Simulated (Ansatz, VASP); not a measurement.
**MnS: VASP beside Ansatz**

Contents of INCAR:

```
PREC = Accurate ; ENCUT = 520
EDIFF = 1E-6 ; ISMEAR = 0
SIGMA = 0.015 ; LREAL = False
LASPH = True ; NELM = 150
ALGO = Normal ; ISIF = 2
LWAVE = False ; LCHARG = False
ISPIN = 2 ; MAGMOM = 4 0
LORBIT = 11 ; LMAXMIX = 4
GGA = PE ; NBANDS = 20
```

KPOINTS

```
Automatic mesh
0
Gamma
  9 9 9
```

Contents of POSCAR:

```
MnS
1.0
    0.0000000000      2.6045000000      2.6045000000
    2.6045000000      0.0000000000      2.6045000000
    2.6045000000      2.6045000000      0.0000000000
Mn S
1 1
Direct
    0.0000000000      0.0000000000      0.0000000000
    0.5000000000      0.5000000000      0.5000000000
```

The input input.yaml:

```yaml
crystal:
  lattice:
    - [0.0, 2.6045, 2.6045]
    - [2.6045, 0.0, 2.6045]
    - [2.6045, 2.6045, 0.0]
  atoms:
    - { symbol: Mn, position: [0.0, 0.0, 0.0], spin: 4.0 }
    - { symbol: S, position: [0.5, 0.5, 0.5] }
kpoints:
  mp_grid: { grid: [9, 9, 9] }
scf:
  occupations: { method: gaussian, width: 0.015 }
hamiltonian:
  xc: pbe
  pseudopotentials: { kind: all_electron, lapw: { basis_error: 0.001 } }
magnetization:
  spin_polarized: true
output:
  forces: true
  stress: true
  eigenvalues: true
```

Alike in both runs: task single point; functional PBE; k mesh 9 × 9 × 9; occupations gaussian, width 0.015 eV; collinear spin.

|  | VASP | Ansatz |
| --- | --- | --- |
| version | VASP 6.6.1 | Ansatz 0.2.0 |
| potentials or method | VASP PAW PBE potentials, release 64 (Mn_pv, S), cutoff 520 eV | all-electron LAPW, scalar-relativistic |

VASP gave:

- gap on the k mesh at the Fermi level (eV): none
- pressure (GPa): -2.9
- net moment per atom (μB): 2.36
- size of the moment on the site where the two differ most (μB): 4.26

Which values does Ansatz return?

gap on the k mesh at the Fermi level (eV): none; pressure (GPa): -2.8; net moment per atom (μB): 2.36; size of the moment on the site where the two differ most (μB): 4.44.

Site moments also hang on the region over which each program counts them. A gap of «none» marks a metal or a gap that the smearing closes. Ansatz ran all-electron here, and VASP with PAW potentials.
